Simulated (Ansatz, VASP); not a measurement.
# SiC4: VASP beside Ansatz

The input INCAR:

```
SYSTEM = SiC4
  ALGO = Normal
  EDIFF = 1E-6
  ENCUT = 520
  GGA = PE
  ISIF = 2
  ISMEAR = 0
  ISPIN = 2
  LASPH = .True.
  LCHARG = .False.
  LORBIT = 11
  LREAL = .False.
  LWAVE = .False.
  MAGMOM = 0 1 1 1 1
  NBANDS = 22
  NELM = 150
  PREC = Accurate
  SIGMA = 0.1
```

Contents of KPOINTS:

```
k-points
0
Gamma
  6 6 6
  0 0 0
```

POSCAR

```
SiC4
1.0
   -2.0694554655      2.0694554655      3.6858245886
    2.0694554655     -2.0694554655      3.6858245886
    2.0694554655      2.0694554655     -3.6858245886
Si C
1 4
Direct
    0.5000000000      0.5000000000      0.0000000000
    0.8232338452      0.8232338452      0.6464676905
    0.1767661548      0.1767661548      0.3535323095
    0.8232338452      0.1767661548      0.0000000000
    0.1767661548      0.8232338452      0.0000000000
```

Input for Ansatz:

```yaml
crystal:
  lattice:
    - [-2.0694554655, 2.0694554655, 3.6858245886]
    - [2.0694554655, -2.0694554655, 3.6858245886]
    - [2.0694554655, 2.0694554655, -3.6858245886]
  atoms:
    - { symbol: Si, position: [0.5, 0.5, 0.0] }
    - { symbol: C, position: [0.8232338452, 0.8232338452, 0.6464676905], spin: 1.0 }
    - { symbol: C, position: [0.1767661548, 0.1767661548, 0.3535323095], spin: 1.0 }
    - { symbol: C, position: [0.8232338452, 0.1767661548, 0.0], spin: 1.0 }
    - { symbol: C, position: [0.1767661548, 0.8232338452, 0.0], spin: 1.0 }
basis:
  ecutwfc: 420
kpoints:
  mp_grid: { grid: [6, 6, 6] }
hamiltonian:
  xc: pbe
scf:
  occupations: { method: gaussian, width: 0.1 }
  lower_state_search: "off"
output:
  forces: true
  stress: true
  eigenvalues: true
  populations: true
magnetization:
  spin_polarized: true
```

Alike in both runs: task single point; functional PBE; k mesh 6 × 6 × 6; occupations gaussian, width 0.1 eV; collinear spin.

```csv
,VASP,Ansatz
version,VASP 6.6.1,Ansatz 0.2.0
potentials or method,"VASP PAW PBE potentials, release 64 (Si, C), cutoff 520 eV","scalar-relativistic, plane waves, PAW"
valence electrons in the cell,20,20
```

```csv
,VASP,Ansatz,Ansatz less VASP
gap on the k mesh at the Fermi level (eV),none,none,-
pressure (GPa),0.2,0.0,-0.19
"traceless stress, the component that is largest in VASP (GPa)",-0.09,0.14,+0.231
rms of the force components (eV/Å),0.052,0.001,-0.0512
net moment per atom (μB),0.00,0.00,0.000
```

Atom by atom the forces differ by 0.051 eV/Å (rms over components). A gap of «none» marks a metal or a gap that the smearing closes. With one functional, cell and mesh, what is left measures potentials, basis and numerics. Ansatz's warnings: seeded moment not kept.
